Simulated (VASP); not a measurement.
Runs of VASP 6.6.1 on B. The structure is that of space group Fd-3m (No. 227), or close to it. The cells are those of the table. 

```tsv
cell	k mesh	gap on the mesh (eV)	pressure (GPa)
a = 2.954 Å, angles 60.0°, 2 atoms	15 × 15 × 15	none	-11.6
a = 2.990 Å, angles 60.0°, 2 atoms	15 × 15 × 15	none	(b)
a = 2.917 Å, angles 60.0°, 2 atoms	15 × 15 × 15	none	(a)
a = 2.879 Å, angles 60.0°, 2 atoms	13 × 13 × 13	none	-0.1
a = 2.879 Å, angles 60.0°, 2 atoms	22 × 22 × 22	none	-0.1
a = 2.800 Å, angles 60.0°, 2 atoms	15 × 15 × 15	none	16.4
a = 2.879 Å, angles 60.0°, 2 atoms	15 × 15 × 15	none	-0.1
a = 2.759 Å, angles 60.0°, 2 atoms	15 × 15 × 15	none	27.3
```

Alike in all rows: task single point; level revPBE; potentials or basis VASP PAW PBE potentials, release 64 (B); no spin polarisation; cutoff (eV) 520; smearing fermi-dirac 0.1 eV.

Q: Estimate the missing entries.

A: (a) -6.4; (b) -16.0.

Caveats: the PAW data sets were made with another functional, which shifts forces and pressure a little.

A gap of «none» marks levels without a gap at the run's occupations.
